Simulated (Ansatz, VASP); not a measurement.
## One calculation of Ni3Ge, two programs

```
Ni Ge
1.0
     3.53033    0.00000    0.00000
     0.00000    3.53033    0.00000
     0.00000    0.00000    3.53033
Ni Ge
3 1
Direct
  0.50000 0.00000 0.50000
  0.00000 0.50000 0.50000
  0.50000 0.50000 0.00000
  0.00000 0.00000 0.00000
```

Alike in both runs: task single point; functional PBEsol; k mesh 12 × 12 × 12; occupations fermi-dirac, width 0.05 eV; no spin polarisation.

```csv
,VASP,Ansatz
version,VASP 6.6.1,Ansatz 0.2.0
potentials or method,"VASP PAW PBE potentials, release 64 (Ni, Ge_d), cutoff 520 eV","scalar-relativistic, plane waves, PAW"
valence electrons in the cell,44,68
```

```csv
,VASP,Ansatz,Ansatz less VASP
gap on the k mesh at the Fermi level (eV),none,none,-
pressure (GPa),-0.6,-1.0,-0.37
```

VASP's potentials were made for PBE, not for PBEsol. A gap of «none» marks a metal or a gap that the smearing closes. VASP's potentials hold 44 valence electrons a cell and Ansatz's 68, so a difference there can come from the potentials and not from the codes.
